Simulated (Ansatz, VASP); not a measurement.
Ir in VASP and in Ansatz

Contents of INCAR:

```
SYSTEM = Ir
ALGO = Normal ; EDIFF = 1E-6
ENCUT = 520 ; GGA = PE
ISIF = 2 ; ISMEAR = -1
LASPH = .True. ; LCHARG = .True.
LELF = .True. ; LREAL = .False.
LVHAR = .True. ; LWAVE = .False.
NBANDS = 10 ; NELM = 100
PREC = Accurate ; SIGMA = 0.1
```

Contents of KPOINTS:

```
k-points
0
Gamma
  23 23 23
  0 0 0
```

Contents of POSCAR:

```
Ir
1.0
    0.0000000000      1.9098959899      1.9098959899
    1.9098959899      0.0000000000      1.9098959899
    1.9098959899      1.9098959899      0.0000000000
Ir
1
Direct
    0.0000000000      0.0000000000      0.0000000000
```

Input for Ansatz:

```yaml
crystal:
  lattice:
    - [0.0, 1.9098959899, 1.9098959899]
    - [1.9098959899, 0.0, 1.9098959899]
    - [1.9098959899, 1.9098959899, 0.0]
  atoms:
    - { symbol: Ir, position: [0.0, 0.0, 0.0] }
hamiltonian:
  xc: pbe
  pseudopotentials:
    kind: paw
    azcp:
      Ir: "pseudopotentials/Ir.paw.azcp"
basis:
  ecutwfc: 420
  fft_grid_basis: typed
kpoints:
  mp_grid: { grid: [23, 23, 23], shift: [0, 0, 0] }
magnetization:
  spin_polarized: false
scf:
  occupations: { method: fermi_dirac, width: 0.1 }
output:
  stress: true
```

Alike in both runs: task single point; functional PBE; k mesh 23 × 23 × 23; occupations fermi-dirac, width 0.1 eV; no spin polarisation.

|  | VASP | Ansatz |
| --- | --- | --- |
| version | VASP 6.6.1 | Ansatz 0.2.0 |
| potentials or method | VASP PAW PBE potentials, release 64 (Ir), cutoff 520 eV | plane waves (420 eV) with PAW, scalar-relativistic |
| valence electrons in the cell | 9 | 17 |

VASP gave:

- pressure (GPa): 16.2

**Question.** What did Ansatz give for the same quantities?

**Answer.** Pressure (GPa): 15.5.

The functional is the same, so the differences come from potentials, cutoffs and numerics. VASP's potentials hold 9 valence electrons a cell and Ansatz's 17, so a difference there can come from the potentials and not from the codes.

Neither program's run includes spin-orbit coupling.
